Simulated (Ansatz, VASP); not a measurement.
**Two plane-wave programs on MgH2**

```
Mg H
1.0
     4.42839    0.00000    0.00000
     0.00000    4.42839    0.00000
     0.00000    0.00000    2.97329
Mg H
2 4
Cartesian
  0.0000 0.0000 0.0000
  2.2142 2.2142 1.4866
  1.3477 1.3477 0.0000
  0.8665 3.5619 1.4866
  3.0807 3.0807 0.0000
  3.5619 0.8665 1.4866
```

Alike in both runs: functional LDA; k mesh 6 × 6 × 8; occupations gaussian, width 0.02 eV; no spin polarisation.

Ansatz relaxed the structure, and its values are those at the end. VASP's run is a single point on that final structure, the one shown.

|  | VASP | Ansatz |
| --- | --- | --- |
| version | VASP 6.6.1 | Ansatz 0.2.0 |
| potentials or method | VASP PAW LDA potentials, release 64 (Mg, H), cutoff 520 eV | scalar-relativistic, plane waves, PAW |
| valence electrons in the cell | 8 | 24 |

Ansatz gave:

```
gap on the k mesh at the Fermi level (eV) : 3.51
least direct gap on the mesh (eV)         : 4.37
pressure (GPa)                            : 0.0
```

**Question.** Estimate VASP's values.

**Answer.** gap on the k mesh at the Fermi level (eV): 3.51; least direct gap on the mesh (eV): 4.37; pressure (GPa): -0.5.

LDA's correlation is that of Perdew and Zunger in VASP and of Perdew and Wang (1992) in Ansatz. VASP's potentials hold 8 valence electrons a cell and Ansatz's 24, so a difference there can come from the potentials and not from the codes.
